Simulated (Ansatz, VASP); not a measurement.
# Ni: VASP beside Ansatz

File INCAR:

```
ALGO = Normal
EDIFF = 1E-6
ENCUT = 520
GGA = PE
ISIF = 2
ISMEAR = 0
ISPIN = 2
LASPH = True
LCHARG = False
LMAXMIX = 4
LORBIT = 11
LREAL = False
LWAVE = False
MAGMOM = 2 2
NBANDS = 21
NELM = 150
PREC = Accurate
SIGMA = 0.1
```

Contents of KPOINTS:

```
k-points
0
Gamma
  14 14 7
```

File POSCAR:

```
Ni
1.0
    0.0000000000      1.7689500000      1.7689500000
    1.7689500000      0.0000000000      1.7689500000
    3.5379000000      3.5379000000      0.0000000000
Ni
2
Direct
    0.0000000000      0.0000000000      0.0000000000
    0.0000000000      0.0000000000      0.5000000000
```

Input for Ansatz:

```yaml
crystal:
  lattice:
    - [0.0, 1.76895, 1.76895]
    - [1.76895, 0.0, 1.76895]
    - [3.5379, 3.5379, 0.0]
  atoms:
    - { symbol: Ni, position: [0.0, 0.0, 0.0], spin: 2.0 }
    - { symbol: Ni, position: [0.0, 0.0, 0.5], spin: 2.0 }
magnetization:
  spin_polarized: true
hamiltonian:
  xc: pbe
  pseudopotentials: { kind: paw }
basis:
  ecutwfc: 420
kpoints:
  mp_grid: { grid: [14, 14, 7] }
scf:
  occupations: { method: gaussian, width: 0.1 }
output:
  forces: true
  stress: true
```

Alike in both runs: task single point; functional PBE; k mesh 14 × 14 × 7; occupations gaussian, width 0.1 eV; collinear spin.

|  | VASP | Ansatz |
| --- | --- | --- |
| version | VASP 6.6.1 | Ansatz 0.2.0 |
| potentials or method | VASP PAW PBE potentials, release 64 (Ni), cutoff 520 eV | PAW, plane waves, scalar-relativistic |
| valence electrons in the cell | 20 | 36 |

Ansatz gave:

* pressure (GPa): -3.1
* net moment per atom (μB): 0.63
* size of the moment on the site where the two differ most (μB): 0.67

Q: Estimate VASP's values.

A: Pressure (GPa): -3.2; net moment per atom (μB): 0.60; size of the moment on the site where the two differ most (μB): 0.62.

Site moments also hang on the region over which each program counts them. VASP's potentials hold 20 valence electrons a cell and Ansatz's 36, so a difference there can come from the potentials and not from the codes.
